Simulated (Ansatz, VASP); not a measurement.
**Cu in VASP and in Ansatz**

```xyz
11
Lattice="2.5562 0.0000 0.0000 0.0000 2.5562 0.0000 0.0000 0.0000 32.0750" Properties=species:S:1:pos:R:3 pbc="T T T"
Cu    0.0000    0.0000    7.3494
Cu    1.2781    1.2781    9.0393
Cu    0.0000    0.0000   10.7964
Cu    1.2781    1.2781   12.5449
Cu    0.0000    0.0000   14.2926
Cu    1.2781    1.2781   16.0375
Cu    0.0000    0.0000   17.7824
Cu    1.2781    1.2781   19.5301
Cu    0.0000    0.0000   21.2786
Cu    1.2781    1.2781   23.0357
Cu    0.0000    0.0000   24.7256
```

Alike in both runs: functional PBEsol; k mesh 15 × 15 × 1; occupations gaussian, width 0.1 eV; no spin polarisation.

Ansatz relaxed the structure, and its values are those at the end. VASP's run is a single point on that final structure, the one shown.

|  | VASP | Ansatz |
| --- | --- | --- |
| version | VASP 6.6.1 | Ansatz 0.2.0 |
| potentials or method | VASP PAW PBE potentials, release 64 (Cu) | scalar-relativistic, plane waves, PAW |
| plane-wave cutoff (eV) | 520 | 420 |
| valence electrons in the cell | 121 | 209 |

|  | VASP | Ansatz | Ansatz less VASP |
| --- | --- | --- | --- |
| gap on the k mesh at the Fermi level (eV) | none | none | - |
| rms of the force components (eV/Å) | 0.009 | 0.000 | -0.0082 |

VASP's potentials were made for PBE, not for PBEsol. A gap of «none» marks a metal or a gap that the smearing closes. VASP's potentials hold 121 valence electrons a cell and Ansatz's 209, so a difference there can come from the potentials and not from the codes. Ansatz's warnings: xc potential rough in thin density.
